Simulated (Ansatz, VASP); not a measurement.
# Yb: VASP beside Ansatz

```
Yb
1.0
    -2.13704    2.13704    2.13704
     2.13704   -2.13704    2.13704
     2.13704    2.13704   -2.13704
Yb
1
Cartesian
  0.0000 0.0000 0.0000
```

Change from the starting cell: volume scaled by 0.98, PAW files.

Alike in both runs: task electric field gradients; functional PBEsol; k mesh 12 × 12 × 12; occupations fermi-dirac, width 0.05 eV; no spin polarisation.

```csv
,VASP,Ansatz
version,VASP 6.6.1,Ansatz 0.2.0
potentials or method,"VASP PAW PBE potentials, release 64 (Yb)","PAW with Ansatz's default frozen-core files, scalar-relativistic"
plane-wave cutoff (eV),520,420
valence electrons in the cell,24,24
```

```csv
,VASP,Ansatz,Ansatz less VASP
pressure (GPa),-3.6,-3.2,+0.39
```

VASP's potentials were made for PBE, not for PBEsol. The functional is the same, so the differences come from potentials, cutoffs and numerics.

Neither program's run includes spin-orbit coupling.
